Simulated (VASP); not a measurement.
## Al12Cl: single point with PBE

The system is Al12Cl, a slab with vacuum.

```
Al Cl
1.0
     5.71352    0.00000    0.00000
     0.00000    5.71352    0.00000
     0.00000    0.00000   19.67470
Al Cl
12 1
Cartesian
  1.4284 1.4284 4.0000
  1.4284 4.2851 4.0000
  4.2851 1.4284 4.0000
  4.2851 4.2851 4.0000
  0.0000 0.0000 6.0848
  0.0000 2.8568 6.0848
  2.8568 0.0000 6.0848
  2.8568 2.8568 6.0848
  1.4284 1.4284 8.1747
  1.4284 4.2851 8.1747
  4.2851 1.4284 8.1747
  4.2851 4.2851 8.1747
  1.4284 2.3806 10.2128
```

```yaml
Program: VASP 6.6.1
Task: single point
Functional: PBE
Potentials_or_basis: VASP PAW PBE potentials, release 64 (Al, Cl)
Cutoff: 520 eV
k_mesh: 5 × 5 × 1
Occupations: gaussian, width 0.1 eV
Spin: no spin polarisation
```

The largest force is 0.353 eV/Å and the band gap on the k mesh is zero (an odd number of electrons rules out a gap without spin polarisation).

Forces on the atoms (eV/Å):
```
Al   0.000  0.062  0.116
Al   0.000 -0.086  0.086
Al   0.000 -0.048  0.052
Al   0.000  0.037 -0.102
Al  -0.089  0.031 -0.029
Al   0.069  0.018  0.132
Al   0.089  0.031 -0.029
Al  -0.069  0.018  0.132
Al   0.000 -0.345 -0.072
Al   0.000  0.265 -0.004
Al   0.000 -0.170 -0.246
Al   0.000  0.161 -0.040
Cl   0.000  0.026  0.006
```

Levels at points of the mesh, in eV from the Fermi level:
| k point | band 20 | band 21 | band 22 | band 23 | band 24 | band 25 |
| --- | --- | --- | --- | --- | --- | --- |
| (0.00, 0.00, 0.00) | -0.68 | -0.36 | -0.30 | -0.01 | 0.02 | 0.20 |

Run time: 4 min on 1 thread of Intel(R) Xeon(R) 6975P-C (Granite Rapids), on a shared host, peak memory 0.63 GiB.

Caveat: an odd number of electrons without spin polarisation forces a metal; a magnetic or distorted state may lie lower.
